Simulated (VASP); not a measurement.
Runs of VASP 6.6.1 on SrO. The structure is that of space group P6_3/mmc (No. 194), or close to it. The cells are those of the table. 

| task | level | potentials or basis | spin | cell | k mesh | cutoff (eV) | smearing | gap on the mesh (eV) | pressure (GPa) | relaxed volume (Å³/atom) |
| --- | --- | --- | --- | --- | --- | --- | --- | --- | --- | --- |
| dielectric tensor | PBE | VASP PAW PBE potentials, release 64 (Sr_sv, O) | off | a = 3.547, b = 3.547, c = 6.208 Å, angles 90.0, 90.0, 120.0°, 4 atoms | 9 × 9 × 4 | 520 | gaussian 0.01 eV | 3.09 | - | - |
| relaxation of cell and atoms | LDA | VASP PAW LDA potentials, release 64 (Sr_sv, O) | off | relaxed from a = 3.577, b = 3.577, c = 6.243 Å, angles 90.0, 90.0, 120.0°, 4 atoms | 12 × 12 × 4 | 600 | fermi-dirac 0.02 eV | 2.89 | 0.0 | (a) |
| single point | PBE | VASP PAW PBE potentials, release 64 (Sr_sv, O) | non-collinear, zero start, SOC | a = 3.547, b = 3.547, c = 6.208 Å, angles 90.0, 90.0, 120.0°, 4 atoms | 12 × 12 × 4 | 520 | gaussian 0.01 eV | - | 2.5 | - |
| relaxation of cell and atoms | PBEsol | VASP PAW PBE potentials, release 64 (Sr_sv, O) | off | relaxed from a = 3.577, b = 3.577, c = 6.243 Å, angles 90.0, 90.0, 120.0°, 4 atoms | 12 × 12 × 4 | 600 | fermi-dirac 0.02 eV | 2.96 | 0.0 | (b) |

Question: Fill in the values left out.

Answer: (a) 16.05; (b) 16.62.

Caveats: an odd mesh through Γ misses points on the zone boundary, where band edges can lie (at least some runs); the PAW data sets were made with another functional, which shifts forces and pressure a little (at least some runs).

A k mesh can miss the band edges, and rows without SOC leave out spin-orbit coupling on Sr.
